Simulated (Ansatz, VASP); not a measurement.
One calculation of Be3CdS2, two programs

```
CELL_PARAMETERS angstrom
5.73342 0.00000 0.00000
-2.86671 4.96529 0.00000
0.00000 0.00000 2.97470
ATOMIC_POSITIONS crystal
Be 0.50000 0.00000 0.50000
Be 0.50000 0.50000 0.50000
Be 0.00000 0.50000 0.50000
Cd 0.00000 0.00000 0.00000
S 0.33333 0.66667 0.00000
S 0.66667 0.33333 0.00000
```

Change from the starting cell: species swapped into the EuB2Rh3 type (P6/mmm, No. 191).

Alike in both runs: task single point; functional PBE; k mesh 6 × 6 × 6; occupations gaussian, width 0.1 eV; no spin polarisation.

|  | VASP | Ansatz |
| --- | --- | --- |
| version | VASP 6.6.1 | Ansatz 0.2.0 |
| potentials or method | VASP PAW PBE potentials, release 64 (Be, Cd, S), cutoff 600 eV | scalar-relativistic, plane waves, PAW |
| valence electrons in the cell | 30 | 38 |

VASP gave:

- gap on the k mesh at the Fermi level (eV): none
- pressure (GPa): 1.9
- traceless stress, the component that is largest in VASP (GPa): 3.08

Estimate Ansatz's values.

gap on the k mesh at the Fermi level (eV): none; pressure (GPa): 1.9; traceless stress, the component that is largest in VASP (GPa): 3.10.

A gap of «none» marks a metal or a gap that the smearing closes. VASP's potentials hold 30 valence electrons a cell and Ansatz's 38, so a difference there can come from the potentials and not from the codes.
